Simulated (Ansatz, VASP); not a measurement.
## Os: VASP beside Ansatz

```
Os
1.0
     2.75670    0.00000    0.00000
    -1.37835    2.38737    0.00000
     0.00000    0.00000    4.35540
Os
2
Direct
  0.33333 0.66667 0.25000
  0.66667 0.33333 0.75000
```

Change from the starting cell: volume scaled by 1.025, PAW files.

Alike in both runs: task electric field gradients; functional PBE; k mesh 15 × 15 × 9; occupations fermi-dirac, width 0.05 eV; no spin polarisation.

|  | VASP | Ansatz |
| --- | --- | --- |
| version | VASP 6.6.1 | Ansatz 0.2.0 |
| potentials or method | VASP PAW PBE potentials, release 64 (Os) | PAW with Ansatz's default frozen-core files, scalar-relativistic |
| plane-wave cutoff (eV) | 520 | 420 |
| valence electrons in the cell | 16 | 32 |

```csv
,VASP,Ansatz,Ansatz less VASP
pressure (GPa),-1.8,-1.6,+0.18
"traceless stress, the component that is largest in VASP (GPa)",0.05,0.13,+0.084
size of Vzz on the site where it differs most (V/Å²),75.7,57.3,-18.44
```

VASP's potentials hold 16 valence electrons a cell and Ansatz's 32, so a difference there can come from the potentials and not from the codes.

Spin-orbit coupling is off throughout.
